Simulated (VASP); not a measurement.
ZnS: single point with PBE-based screened hybrid with 10 % exact exchange

ZnS:

```xyz
2
Lattice="0.0000 2.6941 2.6941 2.6941 0.0000 2.6941 2.6941 2.6941 0.0000" Properties=species:S:1:pos:R:3 pbc="T T T"
Zn    0.0000    0.0000    0.0000
S     1.3470    1.3470    1.3470
```

| Item | Value |
| --- | --- |
| Program | VASP 6.6.1 |
| Task | single point |
| Functional | PBE-based screened hybrid with 10 % exact exchange |
| Potentials or basis | VASP PAW PBE potentials, release 64 (Zn, S) |
| Cutoff | 520 eV |
| k mesh | 4 × 4 × 4 |
| Occupations | gaussian, width 0.01 eV |
| Spin | no spin polarisation |

- Pressure: 2.3 GPa
- Band gap on the k mesh: 2.77 eV

Levels at points of the mesh, in eV from the valence-band top:
```csv
k point,band 7,band 8,band 9,band 10,band 11,band 12
"(0.00, 0.00, 0.00)",0.00,0.00,0.00,2.77,7.04,7.04
"(0.50, 0.00, 0.00)",-5.50,-0.90,-0.90,3.96,7.56,7.56
"(0.50, 0.50, 0.00)",-4.81,-2.32,-2.32,3.90,4.68,11.83
```

It took 13 min on 1 thread of AMD EPYC 7R43 64-Core Processor (Zen 3) (shared host), peak memory 0.22 GiB.

Caveat: the k points lie up to 0.50 Å⁻¹ apart; the PAW data sets were made with another functional, which shifts forces and pressure a little.
